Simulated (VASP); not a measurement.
# Ru (P6/mmm) in VASP: further runs

The runs below take Ru through single point, with LDA.

All numbers are computed with VASP 6.6.1; they aren't measurements. Logs are shortened: lines on timing, memory, paths and dates and some standing lists are left out, and cuts for length are marked.

## Step 1: The cell of the first run

The structure is hexagonal, space group P6/mmm (No. 191). The conventional cell has a = 3.777 Å, b = 3.777 Å, c = 2.326 Å, α = 90.00°, β = 90.00°, γ = 120.00°. Within 3.1 Å of Ru (site symmetry 6/mmm) lie 14 Ru at 2.33 to 2.47 Å. Ru (site symmetry -6m2) has 11 Ru at 2.18 to 2.47 Å within 2.9 Å.

## Step 2: Single point, LDA

INCAR

```
SYSTEM = Ru
ALGO = Normal
EDIFF = 1E-6
ENCUT = 520
ISIF = 2
ISMEAR = -1
LASPH = .TRUE.
LCHARG = .FALSE.
LREAL = .FALSE.
LWAVE = .FALSE.
NBANDS = 28
NELM = 80
PREC = Accurate
SIGMA = 0.1
```

KPOINTS

```
k-points
0
G
  10 10 13
  0 0 0
```

POSCAR

```
Ru
1.0
    3.7769688644      0.0000000000      0.0000000000
   -1.8884844322      3.2709509859      0.0000000000
    0.0000000000      0.0000000000      2.3260073152
Ru
3
Direct
    0.0000000000      0.0000000000      0.0000000000
    0.3333333333      0.6666666667      0.5000000000
    0.6666666667      0.3333333333      0.5000000000
```

Potentials or basis: VASP PAW LDA potentials, release 64 (Ru_pv).

Started as:

```console
> cat potpaw_LDA.64/Ru_pv/POTCAR > POTCAR
> mpirun -np 1 vasp_std > vasp.out
```

OUTCAR:

```text
SYSTEM = Ru
   EDIFF = 1E-6
   ENCUT = 520
   ISIF = 2
   ISMEAR = -1
   LASPH = .TRUE.
   LREAL = .FALSE.
   NELM = 80
   PREC = Accurate

 ion  position               nearest neighbor table
   1  0.000  0.000  0.000-   2 2.47   3 2.47   2 2.47   3 2.47   3 2.47   3 2.47   2 2.47   2 2.47
                             3 2.47   3 2.47   2 2.47   2 2.47
   2  0.333  0.667  0.500-   3 2.18   3 2.18   3 2.18   1 2.47   1 2.47   1 2.47   1 2.47   1 2.47
                             1 2.47   3 3.19   3 3.19   3 3.19   3 3.19   3 3.19   3 3.19
   3  0.667  0.333  0.500-   2 2.18   2 2.18   2 2.18   1 2.47   1 2.47   1 2.47   1 2.47   1 2.47
                             1 2.47   2 3.19   2 3.19   2 3.19   2 3.19   2 3.19   2 3.19

  LATTYP: Found a hexagonal cell.
 ALAT       =     3.7769688644
 C/A-ratio  =     0.6158396849

  Lattice vectors:

 A1 = (   3.7769688644,   0.0000000000,   0.0000000000)
 A2 = (  -1.8884844322,   3.2709509859,   0.0000000000)
 A3 = (   0.0000000000,   0.0000000000,   2.3260073152)

Analysis of symmetry for initial positions (statically):
=====================================================================
 Subroutine PRICEL returns:
 Original cell was already a primitive cell.

 Routine SETGRP: Setting up the symmetry group for a
 hexagonal supercell.

 Subroutine GETGRP returns: Found 24 space group operations
 (whereof 24 operations were pure point group operations)
 out of a pool of 24 trial point group operations.

The static configuration has the point symmetry D_6h.

Analysis of symmetry for dynamics (positions and initial velocities):
=====================================================================
 Subroutine PRICEL returns:
 Original cell was already a primitive cell.

 Routine SETGRP: Setting up the symmetry group for a
 hexagonal supercell.

 Subroutine GETGRP returns: Found 24 space group operations
 (whereof 24 operations were pure point group operations)
 out of a pool of 24 trial point group operations.

The dynamic configuration has the point symmetry D_6h.

 Subroutine INISYM returns: Found 24 space group operations
 (whereof 24 operations are pure point group operations),
 and found     1 'primitive' translations

----------------------------------------------------------------------------------------

                                     Primitive cell

  volume of cell :      28.7361

  direct lattice vectors                    reciprocal lattice vectors
     3.776968864  0.000000000  0.000000000     0.264762574  0.152860744  0.000000000
    -1.888484432  3.270950986  0.000000000     0.000000000  0.305721487  0.000000000
     0.000000000  0.000000000  2.326007315     0.000000000  0.000000000  0.429921262

  length of vectors
     3.776968864  3.776968864  2.326007315     0.305721487  0.305721487  0.429921262

  position of ions in fractional coordinates (direct lattice)
     0.000000000  0.000000000  0.000000000
     0.333333333  0.666666667  0.500000000
     0.666666667  0.333333333  0.500000000

  ion indices of the primitive-cell ions
   primitive index   ion index
                 1           1
                 2           2
                 3           3

----------------------------------------------------------------------------------------

 KPOINTS: k-points

Automatic generation of k-mesh.
 Grid dimensions read from file:
 generate k-points for:   10   10   13

 Generating k-lattice:

  Cartesian coordinates                     Fractional coordinates (reciprocal lattice)
     0.026476257  0.015286074  0.000000000     0.100000000  0.000000000  0.000000000
     0.000000000  0.030572149  0.000000000     0.000000000  0.100000000  0.000000000
     0.000000000  0.000000000  0.033070866     0.000000000  0.000000000  0.076923077

  Length of vectors
     0.030572149  0.030572149  0.033070866

  Shift w.r.t. Gamma in fractional coordinates (k-lattice)
     0.000000000  0.000000000  0.000000000

 Subroutine IBZKPT returns following result:
 ===========================================

 Found     98 irreducible k-points:

 Following reciprocal coordinates:
            Coordinates               Weight
  0.000000  0.000000  0.000000      1.000000
  0.100000  0.000000  0.000000      6.000000
  0.200000  0.000000  0.000000      6.000000
  0.300000  0.000000  0.000000      6.000000
  0.400000  0.000000  0.000000      6.000000
  0.500000  0.000000  0.000000      3.000000
[... 16 lines left out ...]
  0.300000  0.100000  0.076923     24.000000
  0.400000  0.100000  0.076923     24.000000
 [... further k-points ...]
   k-points           NKPTS =     98   k-points in BZ     NKDIM =     98   number of bands    NBANDS=     28
   number of dos      NEDOS =    301   number of ions     NIONS =      3
   total plane-waves  NPLWV =  14112
   dimension x,y,z NGX =    28 NGY =   28 NGZ =   18
   dimension x,y,z NGXF=    56 NGYF=   56 NGZF=   36
   ions per type =               3
   NGX,Y,Z   is equivalent  to a cutoff of  12.32, 12.32, 12.87 a.u.
   NGXF,Y,Z  is equivalent  to a cutoff of  24.65, 24.65, 25.73 a.u.
 SYSTEM =  Ru
   PREC   = accura    normal or accurate (medium, high low for compatibility)
   ISTART =      0    job   : 0-new  1-cont  2-samecut
   ICHARG =      2    charge: 1-file 2-atom 10-const
   ISPIN  =      1    spin polarized calculation?
   LNONCOLLINEAR =      F non collinear calculations
   LSORBIT =      F    spin-orbit coupling
   LASPH  =      T    aspherical Exc in radial PAW
   ENCUT  =  520.0 eV  38.22 Ry    6.18 a.u.   7.02  7.02  4.32*2*pi/ulx,y,z
   NELM   =     80;   NELMIN=  2; NELMDL= -5     # of ELM steps
   EDIFF  = 0.1E-05   stopping-criterion for ELM
   LREAL  =      F    real-space projection
   EDIFFG = 0.1E-04   stopping-criterion for IOM
   NSW    =      0    number of steps for IOM
   IBRION =     -1    ionic relax: 0-MD 1-quasi-New 2-CG
   NFREE  =      0    steps in history (QN), initial steepest desc. (CG)
   ISIF   =      2    stress and relaxation
   ISYM   =      2    0-nonsym 1-usesym 2-fastsym
   POTIM  = 0.5000    time-step for ionic-motion
   TEBEG  =    0.0;   TEEND  =   0.0 temperature during run
   PSTRESS=    0.0 pullay stress
   NELECT =      42.0000    total number of electrons
   NUPDOWN=      -1.0000    fix difference up-down
   EMIN   =  10.00;   EMAX   =-10.00  energy-range for DOS
   EFERMI =   0.00;   METHOD = LEGACY
   ISMEAR =    -1;   SIGMA  =   0.10  broadening in eV -4-tet -1-fermi 0-gaus
   EFERMI_NEDOS =   21; number of points for ismear=-14 and -15
   IALGO  =     38    algorithm
   IMIX   =      4    mixing-type and parameters
     AMIX     =   0.40;   BMIX     =  1.00
     AMIX_MAG =   1.60;   BMIX_MAG =  1.00
  volume/ion in A,a.u.               =       9.58        64.64
  Fermi-wavevector in a.u.,A,eV,Ry     =   1.857869  3.510863 46.962920  3.451677
  Thomas-Fermi vector in A             =   2.906441
   LORBIT       =      0    0 simple, 1 ext, 2 COOP (PROOUT), +10 PAW based schemes
   GGA     = CA    functional components
   LHFCALC =     F    Hartree Fock is set to
   AEXX    =    0.0000 exact exchange contribution
   IVDW    =     0    specifies the selected vdW correction
   LEPSILON=     F    determine dielectric tensor
   LRPA    =     F    only Hartree local field effects (RPA)
 non-spin polarized calculation
  energy-cutoff  :      520.00
  volume of cell :       28.74
 maximum number of plane-waves:       789
 NGX is ok and might be reduce to    28
   NGX = 13   NGY = 13   NGZ =  9

 number of electron      42.0000002 magnetization

 Free energy of the ion-electron system (eV)
  ---------------------------------------------------
  ext. energy  EPLUGINS =         0.00000000
  ---------------------------------------------------
  free energy    TOTEN  =       -24.50232314 eV

  energy without entropy =      -24.43293738  energy(sigma->0) =      -24.46763026

 E-fermi :  20.5909     XC(G=0): -16.5998

 val. band max:       20.5804661206   @ k =   0.1000   0.1000   0.3077
 cond. band min:      20.5969510980   @ k =   0.4000   0.0000   0.3077
 fundamental gap:      0.0164849774
 Fermi energy:        20.5909453327

 k-point     1 :       0.0000    0.0000    0.0000
  band No.  band energies     occupation
      1     -24.7509      2.00000
      2     -24.7509      2.00000
      3     -23.9393      2.00000
      4     -23.9393      2.00000
      5     -22.7743      2.00000
      6     -21.9805      2.00000
[... 20 lines left out ...]
     27      30.2134      0.00000
     28      30.2165      0.00000

 k-point     2 :       0.1000    0.0000    0.0000
  band No.  band energies     occupation
      1     -24.8639      2.00000
      2     -24.8025      2.00000
      3     -23.7998      2.00000
      4     -23.7725      2.00000
      5     -22.7518      2.00000
      6     -22.0092      2.00000
[... 20 lines left out ...]
     27      30.2148      0.00000
     28      30.2196      0.00000

 k-point     3 :       0.2000    0.0000    0.0000
  band No.  band energies     occupation
      1     -25.0721      2.00000
      2     -24.8303      2.00000
      3     -23.5150      2.00000
      4     -23.4236      2.00000
      5     -22.6867      2.00000
      6     -22.3404      2.00000
[... 20 lines left out ...]
     27      29.4909      0.00000
     28      30.2093      0.00000

 k-point     4 :       0.3000    0.0000    0.0000
  band No.  band energies     occupation
      1     -25.2575      2.00000
      2     -24.7217      2.00000
      3     -23.2144      2.00000
      4     -23.1130      2.00000
      5     -22.7670      2.00000
      6     -22.5866      2.00000
[... 20 lines left out ...]
     27      27.4095      0.00000
     28      30.2168      0.00000

 k-point     5 :       0.4000    0.0000    0.0000
  band No.  band energies     occupation
      1     -25.3791      2.00000
      2     -24.4653      2.00000
      3     -23.4053      2.00000
      4     -22.9660      2.00000
      5     -22.7326      2.00000
      6     -22.4632      2.00000
[... 20 lines left out ...]
     27      25.3649      0.00000
     28      30.2150      0.00000

 k-point     6 :       0.5000    0.0000    0.0000
  band No.  band energies     occupation
      1     -25.4212      2.00000
      2     -24.2233      2.00000
      3     -23.7337      2.00000
      4     -22.8578      2.00000
      5     -22.6458      2.00000
      6     -22.3421      2.00000
[... 463 lines left out ...]
      5     -22.8223      2.00000
      6     -22.3217      2.00000
[... 20 lines left out ...]
     27      30.2076      0.00000
     28      30.3070      0.00000

 k-point    22 :       0.2000    0.1000    0.0769
  band No.  band energies     occupation
      1     -25.1154      2.00000
      2     -24.8161      2.00000
      3     -23.2804      2.00000
      4     -23.2262      2.00000
      5     -22.7325      2.00000
      6     -22.6687      2.00000
[... 20 lines left out ...]
     27      28.4706      0.00000
     28      30.2171      0.00000

 k-point    23 :       0.3000    0.1000    0.0769
  band No.  band energies     occupation
      1     -25.2459      2.00000
      2     -24.6436      2.00000
      3     -23.2699      2.00000
      4     -23.0122      2.00000
      5     -22.8557      2.00000
      6     -22.5897      2.00000
[... 20 lines left out ...]
     27      26.6169      0.00000
     28      30.2159      0.00000

 k-point    24 :       0.4000    0.1000    0.0769
  band No.  band energies     occupation
      1     -25.3181      2.00000
      2     -24.3617      2.00000
      3     -23.6958      2.00000
      4     -22.8524      2.00000
      5     -22.7166      2.00000
      6     -22.4711      2.00000
[... 20 lines left out ...]
     27      24.9448      0.00000
     28      30.1948      0.00000

 [... further k-points ...]

------------------------ aborting loop because EDIFF is reached ----------------------------------------

  FORCE on cell =-STRESS in cart. coord.  units (eV):
  Direction    XX          YY          ZZ          XY          YZ          ZX
  --------------------------------------------------------------------------------------
  -------------------------------------------------------------------------------------
  Total       46.0816530     46.0816530     45.7464428     -0.0000000     -0.0000000      0.0000000
  in kB     2569.2721824   2569.2721824   2550.5826129     -0.0000000     -0.0000000      0.0000000
  external PRESSURE =    2563.0423259 kB  Pullay stress =       0.0000000 kB

 VOLUME and BASIS-vectors are now :
 -----------------------------------------------------------------------------
  energy-cutoff  :      520.00
  volume of cell :       28.74
      direct lattice vectors                 reciprocal lattice vectors
     3.776968864  0.000000000  0.000000000     0.264762574  0.152860744  0.000000000
    -1.888484432  3.270950986  0.000000000     0.000000000  0.305721487  0.000000000
     0.000000000  0.000000000  2.326007315     0.000000000  0.000000000  0.429921262

 POSITION                                       TOTAL-FORCE (eV/Angst)
 -----------------------------------------------------------------------------------
      0.00000      0.00000      0.00000         0.000000      0.000000     -0.000000
     -0.00000      2.18063      1.16300        -0.000000      0.000000      0.000000
      1.88848      1.09032      1.16300         0.000000     -0.000000     -0.000000
 -----------------------------------------------------------------------------------
    total drift:                               -0.000000      0.000000     -0.000000

  FREE ENERGIE OF THE ION-ELECTRON SYSTEM (eV)
  ---------------------------------------------------
  free  energy   TOTEN  =       -24.5023231394 eV

  energy  without entropy=      -24.4329373833  energy(sigma->0) =      -24.46763026
```

Run time: 23 s. Hardware: 1 thread of Intel Xeon 6975P-C (Granite Rapids), shared host; peak memory 0.17 GiB.

What came out:

```yaml
Free_energy: -24.5023 eV
Pressure: 256.3 GPa
Band_gap_on_the_k_mesh: zero (band 21 reaches 22.35 eV, above the bottom of band 22 at 18.32 eV)
```

Stress tensor (GPa, compression positive):
```
256.93   0.00   0.00
  0.00 256.93   0.00
  0.00   0.00 255.06
```

Levels at points of the mesh, in eV from the Fermi level:
```csv
k point,band 18,band 19,band 20,band 21,band 22,band 23,band 24,band 25
"(0.00, 0.00, 0.00)",-3.76,-3.76,-2.38,-2.38,-2.27,-2.27,3.13,3.13
"(0.50, 0.00, 0.00)",-4.07,-1.85,-1.79,0.86,1.51,1.54,1.58,1.95
```

## Step 3: Single point, LDA

INCAR

```
SYSTEM = Ru
PREC = Accurate ; ENCUT = 520
EDIFF = 1E-6 ; ISMEAR = -1
SIGMA = 0.1 ; LREAL = .FALSE.
LASPH = .TRUE. ; NELM = 80
ALGO = Normal ; ISIF = 2
LWAVE = .FALSE. ; LCHARG = .FALSE.
GGA = CA ; NBANDS = 28
```

KPOINTS

```
Automatic mesh
0
G
  10 10 13
  0 0 0
```

POSCAR

```
Ru
1.0
    3.7775814346      0.0000000000      0.0000000000
   -1.8887907173      3.2714814872      0.0000000000
    0.0000000000      0.0000000000      2.3262979500
Ru
3
Direct
    0.0000000000      0.0000000000      0.0000000000
    0.3333333333      0.6666666667      0.5000000000
    0.6666666667      0.3333333333      0.5000000000
```

Potentials or basis: VASP PAW LDA potentials, release 64 (Ru_pv).

Started as:

```console
> cat potpaw_LDA.64/Ru_pv/POTCAR > POTCAR
> mpirun -np 1 vasp_std > vasp.out
```

OUTCAR:

```text
SYSTEM = Ru
   PREC = Accurate
   ENCUT = 520
   EDIFF = 1E-6
   ISMEAR = -1
   LREAL = .FALSE.
   LASPH = .TRUE.
   NELM = 80
   ISIF = 2
   GGA = CA

 ion  position               nearest neighbor table
   1  0.000  0.000  0.000-   2 2.47   3 2.47   2 2.47   3 2.47   2 2.47   2 2.47   3 2.47   3 2.47
                             3 2.47   3 2.47   2 2.47   2 2.47
   2  0.333  0.667  0.500-   3 2.18   3 2.18   3 2.18   1 2.47   1 2.47   1 2.47   1 2.47   1 2.47
                             1 2.47   3 3.19   3 3.19   3 3.19   3 3.19   3 3.19   3 3.19
   3  0.667  0.333  0.500-   2 2.18   2 2.18   2 2.18   1 2.47   1 2.47   1 2.47   1 2.47   1 2.47
                             1 2.47   2 3.19   2 3.19   2 3.19   2 3.19   2 3.19   2 3.19

  LATTYP: Found a hexagonal cell.
 ALAT       =     3.7775814346
 C/A-ratio  =     0.6158167574

  Lattice vectors:

 A1 = (   3.7775814346,   0.0000000000,   0.0000000000)
 A2 = (  -1.8887907173,   3.2714814872,   0.0000000000)
 A3 = (   0.0000000000,   0.0000000000,   2.3262979500)

Analysis of symmetry for initial positions (statically):
=====================================================================
 Subroutine PRICEL returns:
 Original cell was already a primitive cell.

 Routine SETGRP: Setting up the symmetry group for a
[... 171 lines left out ...]
 val. band max:       20.5687915090   @ k =   0.1000   0.1000   0.3077
 cond. band min:      20.5856710682   @ k =   0.4000   0.0000   0.3077
 fundamental gap:      0.0168795592
 Fermi energy:        20.5794159011

 k-point     1 :       0.0000    0.0000    0.0000
  band No.  band energies     occupation
      1     -24.7588      2.00000
      2     -24.7588      2.00000
      3     -23.9481      2.00000
      4     -23.9481      2.00000
      5     -22.7844      2.00000
      6     -21.9918      2.00000
[... 733 lines left out ...]
     27      24.9303      0.00000
     28      30.1932      0.00000

 [... further k-points ...]

------------------------ aborting loop because EDIFF is reached ----------------------------------------

  FORCE on cell =-STRESS in cart. coord.  units (eV):
  Direction    XX          YY          ZZ          XY          YZ          ZX
  --------------------------------------------------------------------------------------
  -------------------------------------------------------------------------------------
  Total       45.9886172     45.9886172     45.6697889      0.0000000     -0.0000000      0.0000000
  in kB     2562.9332365   2562.9332365   2545.1650238      0.0000000     -0.0000000      0.0000000
  external PRESSURE =    2557.0104989 kB  Pullay stress =       0.0000000 kB

 VOLUME and BASIS-vectors are now :
 -----------------------------------------------------------------------------
  energy-cutoff  :      520.00
  volume of cell :       28.75
      direct lattice vectors                 reciprocal lattice vectors
     3.777581435  0.000000000  0.000000000     0.264719641  0.152835956  0.000000000
    -1.888790717  3.271481487  0.000000000     0.000000000  0.305671912  0.000000000
     0.000000000  0.000000000  2.326297950     0.000000000  0.000000000  0.429867550

 POSITION                                       TOTAL-FORCE (eV/Angst)
 -----------------------------------------------------------------------------------
      0.00000      0.00000      0.00000         0.000000      0.000000      0.000000
     -0.00000      2.18099      1.16315         0.000000     -0.000000     -0.000000
      1.88879      1.09049      1.16315        -0.000000      0.000000      0.000000
 -----------------------------------------------------------------------------------
    total drift:                               -0.000000      0.000000     -0.000000

  FREE ENERGIE OF THE ION-ELECTRON SYSTEM (eV)
  ---------------------------------------------------
  free  energy   TOTEN  =       -24.5229884376 eV

  energy  without entropy=      -24.4535770627  energy(sigma->0) =      -24.48828275
```

stdout:

```text
POSCAR found type information on POSCAR Ru
 POSCAR found :  1 types and       3 ions
 scaLAPACK will be used
 LDA part: xc-table for (Slater(with rela. corr.)+CA(PZ))
 , standard interpolation
 POSCAR, INCAR and KPOINTS ok, starting setup
 FFT: planning ... GRIDC
 FFT: planning ... GRID_SOFT
 FFT: planning ... GRID
 WAVECAR not read
 entering main loop
```

It took 23 s on 1 thread of Intel Xeon 6975P-C (Granite Rapids), shared host; peak memory 0.17 GiB.

Results:

```
Free energy            : -24.5230 eV
Pressure               : 255.7 GPa
Band gap on the k mesh : zero (band 21 reaches 22.34 eV, above the bottom of band 22 at 18.31 eV)
```
